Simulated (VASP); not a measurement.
# TiO2 (I4_1/amd) in VASP: single point with PBE+D3(BJ)

Aim: the single point of TiO2 with PBE+D3(BJ).

All numbers are computed with VASP 6.6.1; they aren't measurements. Logs are shortened: lines on timing, memory, paths and dates and some standing lists are left out, and cuts for length are marked.

### 1 The cell of the first run

The structure is tetragonal, space group I4_1/amd (No. 141). The conventional cell has a = 3.787 Å, b = 3.787 Å, c = 9.574 Å, α = 90.00°, β = 90.00°, γ = 90.00°. Within 2.6 Å of Ti (site symmetry -4m2) lie 6 O at 1.94 to 1.99 Å. Within 2.6 Å of O (site symmetry 2mm) lie 3 Ti at 1.94 to 1.99 Å and 2 O at 2.47 Å.

### 2 Single point, PBE+D3(BJ)

The input, INCAR:

```
  ALGO = Normal
  EDIFF = 1E-6
  ENCUT = 520
  GGA = PE
  ISIF = 2
  ISMEAR = 0
  IVDW = 12
  LASPH = True
  LCHARG = False
  LREAL = False
  LWAVE = False
  NBANDS = 33
  NELM = 100
  PREC = Accurate
  SIGMA = 0.02
```

The input, KPOINTS:

```
k-points
0
Gamma
  10 10 10
```

The input, POSCAR:

```
TiO2
1.0
   -1.8935390580      1.8935390580      4.7870001873
    1.8935390580     -1.8935390580      4.7870001873
    1.8935390580      1.8935390580     -4.7870001873
Ti O
2 4
Direct
    0.0000000000      0.0000000000      0.0000000000
    0.7500000000      0.2500000000      0.5000000000
    0.2080646181      0.2080646181      0.0000000000
    0.9580646181      0.4580646181      0.5000000000
    0.5419353819      0.0419353819      0.5000000000
    0.7919353819      0.7919353819      0.0000000000
```

Potentials or basis: VASP PAW PBE potentials, release 64 (Ti_sv, O).

Started as:

```console
$ cat potpaw_PBE.64/Ti_sv/POTCAR potpaw_PBE.64/O/POTCAR > POTCAR
$ mpirun -np 1 vasp_std > vasp.out
```

OUTCAR:

```text
EDIFF = 1E-6
   ENCUT = 520
   GGA = PE
   ISIF = 2
   ISMEAR = 0
   IVDW = 12
   LASPH = True
   LREAL = False
   NELM = 100
   PREC = Accurate
 IVDW          = 12

 ion  position               nearest neighbor table
   1  0.000  0.000  0.000-   5 1.94   4 1.94   5 1.94   4 1.94   3 1.99   6 1.99
   2  0.750  0.250  0.500-   6 1.94   3 1.94   6 1.94   3 1.94   4 1.99   5 1.99
   3  0.208  0.208  0.000-   2 1.94   2 1.94   1 1.99
   4  0.958  0.458  0.500-   1 1.94   1 1.94   2 1.99
   5  0.542  0.042  0.500-   1 1.94   1 1.94   2 1.99
   6  0.792  0.792  0.000-   2 1.94   2 1.94   1 1.99

  LATTYP: Found a body centered tetragonal cell.
 ALAT       =     3.7870781160
 C/A-ratio  =     2.5280704758

  Lattice vectors:

 A1 = (  -1.8935390580,   1.8935390580,   4.7870001873)
 A2 = (   1.8935390580,  -1.8935390580,   4.7870001873)
 A3 = (   1.8935390580,   1.8935390580,  -4.7870001873)

Analysis of symmetry for initial positions (statically):
=====================================================================
 Subroutine PRICEL returns:
 Original cell was already a primitive cell.

 Routine SETGRP: Setting up the symmetry group for a
 body centered tetragonal supercell.

 Subroutine GETGRP returns: Found 16 space group operations
 (whereof  8 operations were pure point group operations)
 out of a pool of 16 trial point group operations.

The static configuration has the point symmetry D_2d.
 The point group associated with its full space group is D_4h.

Analysis of symmetry for dynamics (positions and initial velocities):
=====================================================================
 Subroutine PRICEL returns:
 Original cell was already a primitive cell.

 Routine SETGRP: Setting up the symmetry group for a
 body centered tetragonal supercell.

 Subroutine GETGRP returns: Found 16 space group operations
 (whereof  8 operations were pure point group operations)
 out of a pool of 16 trial point group operations.

The dynamic configuration has the point symmetry D_2d.
 The point group associated with its full space group is D_4h.

 Subroutine INISYM returns: Found 16 space group operations
 (whereof  8 operations are pure point group operations),
 and found     1 'primitive' translations

----------------------------------------------------------------------------------------

                                     Primitive cell

  volume of cell :      68.6550

  direct lattice vectors                    reciprocal lattice vectors
    -1.893539058  1.893539058  4.787000187     0.000000000  0.264055815  0.104449547
     1.893539058 -1.893539058  4.787000187     0.264055815  0.000000000  0.104449547
     1.893539058  1.893539058 -4.787000187     0.264055815  0.264055815  0.000000000

  length of vectors
     5.485102654  5.485102654  5.485102654     0.283963345  0.283963345  0.373431315

  position of ions in fractional coordinates (direct lattice)
     0.000000000  0.000000000  0.000000000
     0.750000000  0.250000000  0.500000000
     0.208064618  0.208064618  0.000000000
     0.958064618  0.458064618  0.500000000
     0.541935382  0.041935382  0.500000000
     0.791935382  0.791935382  0.000000000

  ion indices of the primitive-cell ions
   primitive index   ion index
                 1           1
                 2           2
                 3           3
                 4           4
                 5           5
                 6           6

----------------------------------------------------------------------------------------

 KPOINTS: k-points

Automatic generation of k-mesh.
 Grid dimensions read from file:
 generate k-points for:   10   10   10

 Generating k-lattice:

  Cartesian coordinates                     Fractional coordinates (reciprocal lattice)
     0.000000000  0.026405582  0.010444955     0.100000000  0.000000000  0.000000000
     0.026405582  0.000000000  0.010444955     0.000000000  0.100000000  0.000000000
     0.026405582  0.026405582  0.000000000     0.000000000  0.000000000  0.100000000

  Length of vectors
     0.028396335  0.028396335  0.037343132

  Shift w.r.t. Gamma in fractional coordinates (k-lattice)
     0.000000000  0.000000000  0.000000000

 Subroutine IBZKPT returns following result:
 ===========================================

 Found    102 irreducible k-points:

 Following reciprocal coordinates:
            Coordinates               Weight
  0.000000  0.000000  0.000000      1.000000
  0.100000  0.000000  0.000000      8.000000
  0.200000  0.000000  0.000000      8.000000
  0.300000  0.000000 -0.000000      8.000000
  0.400000  0.000000 -0.000000      8.000000
  0.500000 -0.000000  0.000000      4.000000
[... 16 lines left out ...]
  0.300000  0.300000  0.000000      8.000000
  0.400000  0.300000 -0.000000     16.000000
 [... further k-points ...]
   k-points           NKPTS =    102   k-points in BZ     NKDIM =    102   number of bands    NBANDS=     33
   number of dos      NEDOS =    301   number of ions     NIONS =      6
   total plane-waves  NPLWV =  74088
   dimension x,y,z NGX =    42 NGY =   42 NGZ =   42
   dimension x,y,z NGXF=    84 NGYF=   84 NGZF=   84
   ions per type =               2   4
   NGX,Y,Z   is equivalent  to a cutoff of  12.73, 12.73, 12.73 a.u.
   NGXF,Y,Z  is equivalent  to a cutoff of  25.46, 25.46, 25.46 a.u.
 SYSTEM =  unknown system
   PREC   = accura    normal or accurate (medium, high low for compatibility)
   ISTART =      0    job   : 0-new  1-cont  2-samecut
   ICHARG =      2    charge: 1-file 2-atom 10-const
   ISPIN  =      1    spin polarized calculation?
   LNONCOLLINEAR =      F non collinear calculations
   LSORBIT =      F    spin-orbit coupling
   LASPH  =      T    aspherical Exc in radial PAW
   ENCUT  =  520.0 eV  38.22 Ry    6.18 a.u.  10.20 10.20 10.20*2*pi/ulx,y,z
   NELM   =    100;   NELMIN=  2; NELMDL= -5     # of ELM steps
   EDIFF  = 0.1E-05   stopping-criterion for ELM
   LREAL  =      F    real-space projection
[... 7 lines left out ...]
   TEBEG  =    0.0;   TEEND  =   0.0 temperature during run
   PSTRESS=    0.0 pullay stress
   NELECT =      48.0000    total number of electrons
   NUPDOWN=      -1.0000    fix difference up-down
   EMIN   =  10.00;   EMAX   =-10.00  energy-range for DOS
   EFERMI =   0.00;   METHOD = LEGACY
   ISMEAR =     0;   SIGMA  =   0.02  broadening in eV -4-tet -1-fermi 0-gaus
   EFERMI_NEDOS =   21; number of points for ismear=-14 and -15
   IALGO  =     38    algorithm
   IMIX   =      4    mixing-type and parameters
     AMIX     =   0.40;   BMIX     =  1.00
     AMIX_MAG =   1.60;   BMIX_MAG =  1.00
  volume/ion in A,a.u.               =      11.44        77.22
  Fermi-wavevector in a.u.,A,eV,Ry     =   1.452997  2.745765 28.724606  2.111199
  Thomas-Fermi vector in A             =   2.570314
   LORBIT       =      0    0 simple, 1 ext, 2 COOP (PROOUT), +10 PAW based schemes
   GGA     = PE    functional components
   LHFCALC =     F    Hartree Fock is set to
   AEXX    =    0.0000 exact exchange contribution
   IVDW    =    12    specifies the selected vdW correction
   LEPSILON=     F    determine dielectric tensor
   LRPA    =     F    only Hartree local field effects (RPA)
 non-spin polarized calculation
 Gauss-broadening in eV      SIGMA  =   0.02
  energy-cutoff  :      520.00
  volume of cell :       68.65
 maximum number of plane-waves:      1864
 NGX is ok and might be reduce to    42
   NGX = 21   NGY = 21   NGZ = 21

 number of electron      47.9999991 magnetization

 Free energy of the ion-electron system (eV)
  ---------------------------------------------------
  ext. energy  EPLUGINS =         0.00000000
  ---------------------------------------------------
  free energy    TOTEN  =       -53.84400059 eV

  energy without entropy =      -53.84400059  energy(sigma->0) =      -53.84400059

 E-fermi :   3.4874     XC(G=0): -10.6977

 val. band max:        3.3322519349   @ k =  -0.4000   0.4000   0.0000
 cond. band min:       5.4316040311   @ k =   0.0000   0.0000   0.0000
 fundamental gap:      2.0993520962
 Fermi energy:         3.4874030564

 k-point     1 :       0.0000    0.0000    0.0000
  band No.  band energies     occupation
      1     -53.0901      2.00000
      2     -53.0327      2.00000
      3     -29.5424      2.00000
      4     -29.3108      2.00000
      5     -29.3108      2.00000
      6     -29.2426      2.00000
[... 25 lines left out ...]
     32       8.5452      0.00000
     33       8.6008      0.00000

 k-point     2 :       0.1000    0.0000    0.0000
  band No.  band energies     occupation
      1     -53.0888      2.00000
      2     -53.0336      2.00000
      3     -29.5397      2.00000
      4     -29.3235      2.00000
      5     -29.3118      2.00000
      6     -29.2479      2.00000
[... 25 lines left out ...]
     32       8.6383      0.00000
     33       8.8927      0.00000

 k-point     3 :       0.2000    0.0000    0.0000
  band No.  band energies     occupation
      1     -53.0853      2.00000
      2     -53.0360      2.00000
      3     -29.5327      2.00000
      4     -29.3553      2.00000
      5     -29.3140      2.00000
      6     -29.2603      2.00000
[... 25 lines left out ...]
     32       8.9805      0.00000
     33       9.3327      0.00000

 k-point     4 :       0.3000    0.0000   -0.0000
  band No.  band energies     occupation
      1     -53.0804      2.00000
      2     -53.0395      2.00000
      3     -29.5244      2.00000
      4     -29.3936      2.00000
      5     -29.3164      2.00000
      6     -29.2722      2.00000
[... 673 lines left out ...]
     32       9.7345      0.00000
     33       9.9718      0.00000

 k-point    23 :       0.3000    0.3000    0.0000
  band No.  band energies     occupation
      1     -53.0684      2.00000
      2     -53.0486      2.00000
      3     -29.4988      2.00000
      4     -29.4435      2.00000
      5     -29.3550      2.00000
      6     -29.3102      2.00000
[... 25 lines left out ...]
     32       9.7514      0.00000
     33      10.5561      0.00000

 k-point    24 :       0.4000    0.3000   -0.0000
  band No.  band energies     occupation
      1     -53.0648      2.00000
      2     -53.0511      2.00000
      3     -29.5018      2.00000
      4     -29.4643      2.00000
      5     -29.3569      2.00000
      6     -29.3258      2.00000
[... 25 lines left out ...]
     32       9.7601      0.00000
     33      10.6524      0.00000

 [... further k-points ...]

------------------------ aborting loop because EDIFF is reached ----------------------------------------

 Edisp (eV)   -1.34432

 E8    (eV) :    -0.5341

  FORCE on cell =-STRESS in cart. coord.  units (eV):
  Direction    XX          YY          ZZ          XY          YZ          ZX
  --------------------------------------------------------------------------------------
  -------------------------------------------------------------------------------------
  Total       0.29190     0.29190     0.30912     0.00000    -0.00000     0.00000
  in kB       6.81190     6.81190     7.21388     0.00000    -0.00000     0.00000
  external pressure =        6.95 kB  Pullay stress =        0.00 kB

 VOLUME and BASIS-vectors are now :
 -----------------------------------------------------------------------------
  energy-cutoff  :      520.00
  volume of cell :       68.65
      direct lattice vectors                 reciprocal lattice vectors
    -1.893539058  1.893539058  4.787000187     0.000000000  0.264055815  0.104449547
     1.893539058 -1.893539058  4.787000187     0.264055815  0.000000000  0.104449547
     1.893539058  1.893539058 -4.787000187     0.264055815  0.264055815  0.000000000

 POSITION                                       TOTAL-FORCE (eV/Angst)
 -----------------------------------------------------------------------------------
      0.00000      0.00000      0.00000         0.000000      0.000000     -0.000000
      0.00000      1.89354      2.39350         0.000000      0.000000     -0.000000
      0.00000      0.00000      1.99201         0.000000     -0.000000      0.020713
      0.00000      1.89354      4.38551        -0.000000      0.000000      0.020713
      0.00000      1.89354      0.40149        -0.000000      0.000000     -0.020713
      0.00000      0.00000      7.58199         0.000000     -0.000000     -0.020713
 -----------------------------------------------------------------------------------
    total drift:                               -0.000000      0.000000      0.000000

  FREE ENERGIE OF THE ION-ELECTRON SYSTEM (eV)
  ---------------------------------------------------
  free  energy   TOTEN  =       -55.1883176361 eV

  energy  without entropy=      -55.1883176361  energy(sigma->0) =      -55.18831764
```

Run time: 7.1 min. Hardware: 1 thread of AMD EPYC 7R13 (Zen 3), shared host; peak memory 0.35 GiB.

What came out:

| Item | Value |
| --- | --- |
| Free energy | -55.1883 eV |
| Pressure | 0.7 GPa |
| Largest force | 0.021 eV/Å |
| Band gap on the k mesh | 2.10 eV, indirect (least direct gap 2.43 eV) |
| Dispersion energy per atom | -0.224 eV |

Forces in eV/Å, atoms in the order of the input:
```
Ti   0.000  0.000  0.000
Ti   0.000  0.000  0.000
O    0.000  0.000  0.021
O    0.000  0.000  0.021
O    0.000  0.000 -0.021
O    0.000  0.000 -0.021
```

A k mesh can miss the band edges. As with any semilocal functional, this PBE gap is likely too small.
